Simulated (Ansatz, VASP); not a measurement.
**Cs in VASP and in Ansatz**

The input POSCAR:

```
Cs
1.0
   -2.7500750000      2.7500750000      4.0972390000
    2.7500750000     -2.7500750000      4.0972390000
    2.7500750000      2.7500750000     -4.0972390000
Cs
1
Direct
    0.0000000000      0.0000000000      0.0000000000
```

Contents of INCAR.step1:

```
SYSTEM = Cs
ALGO     = Normal         ! electronic algorithm
EDIFF    = 1E-4           ! SCF threshold, eV
ENCUT    = 520            ! plane-wave cutoff, eV
GGA      = PE             ! functional
ISMEAR   = 1              ! smearing method
LASPH    = .True.         ! aspherical terms in the spheres
LCHARG   = .False.        ! write CHGCAR
LREAL    = .False.        ! projectors in reciprocal space
LWAVE    = .True.         ! write WAVECAR
NBANDS   = 10             ! bands
NELM     = 80             ! most SCF steps
PREC     = Accurate       ! precision mode
SIGMA    = 0.1            ! smearing width, eV
```

INCAR.step2

```
SYSTEM = Cs
ALGO     = Normal         ! electronic algorithm
EDIFF    = 1E-6           ! SCF threshold, eV
ENCUT    = 520            ! plane-wave cutoff, eV
ISIF     = 2              ! what is computed and relaxed
ISMEAR   = 1              ! smearing method
ISTART   = 1            
LASPH    = .True.         ! aspherical terms in the spheres
LCHARG   = .False.        ! write CHGCAR
LMIXTAU  = .True.       
LREAL    = .False.        ! projectors in reciprocal space
LWAVE    = .False.        ! write WAVECAR
METAGGA  = R2SCAN         ! meta-GGA
NBANDS   = 10             ! bands
NELM     = 80             ! most SCF steps
PREC     = Accurate       ! precision mode
SIGMA    = 0.1            ! smearing width, eV
```

KPOINTS

```
k-points
0
Gamma
  6 6 6
  0 0 0
```

Input for Ansatz:

```yaml
crystal:
  lattice:
    - [-2.750075, 2.750075, 4.097239]
    - [2.750075, -2.750075, 4.097239]
    - [2.750075, 2.750075, -4.097239]
  atoms:
    - { symbol: Cs, position: [0.0, 0.0, 0.0] }
basis:
  ecutwfc: 650.0
kpoints:
  mp_grid:
    grid: [6, 6, 6]
hamiltonian:
  xc: r2scan
scf:
  n_extra_bands: 4
  occupations:
    method: cold
output:
  forces: true
  stress: true
```

Alike in both runs: task single point; functional r2SCAN; k mesh 6 × 6 × 6; no spin polarisation.

|  | VASP | Ansatz |
| --- | --- | --- |
| version | VASP 6.6.1 | Ansatz 0.2.0 |
| potentials or method | VASP PAW PBE potentials, release 64 (Cs_sv), cutoff 520 eV | plane waves, PAW |
| occupations | methfessel-paxton of order 1, width 0.1 eV | cold |
| valence electrons in the cell | 9 | 9 |

|  | VASP | Ansatz | Ansatz less VASP |
| --- | --- | --- | --- |
| pressure (GPa) | 0.0 | 0.0 | +0.01 |

VASP's potentials were made for PBE, not for r2SCAN.

Spin-orbit coupling is off throughout.
